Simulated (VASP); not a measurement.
Crystal: W.

```xyz
1
Lattice="-1.5852 1.5852 1.5852 1.5852 -1.5852 1.5852 1.5852 1.5852 -1.5852" Properties=species:S:1:pos:R:3 pbc="T T T"
W     0.0000    0.0000    0.0000
```

```yaml
Program: VASP 6.6.1
Task: relaxation of cell and atoms
Functional: PBE
Potentials_or_basis: VASP PAW PBE potentials, release 64 (W_sv)
Cutoff: 600 eV
k_mesh: 18 × 18 × 18
Occupations: gaussian, width 0.1 eV
Spin: no spin polarisation
```

At the start: pressure 4.5 GPa; volume 15.93 Å³/atom.

Problem. How do energy, volume and symmetry change on relaxing?

Solution. Over 4 steps the energy falls by 3.2 meV/atom and the volume is 16.16 Å³/atom (+1.4 %); space group Im-3m (No. 229, to 0.1 Å) before and after.

Step by step:
```csv
step,energy change (eV),largest force (eV/Å),pressure (GPa),volume (Å³)
1,0.0000,0.0000,4.52,15.93
2,0.0340,0.0000,-13.73,16.99
3,-0.0032,0.0000,-0.08,16.17
4,-0.0032,0.0000,-0.01,16.16
```

Final structure:
```
CELL_PARAMETERS angstrom
-1.59273 1.59273 1.59273
1.59273 -1.59273 1.59273
1.59273 1.59273 -1.59273
ATOMIC_POSITIONS crystal
W 0.00000 0.00000 0.00000
```
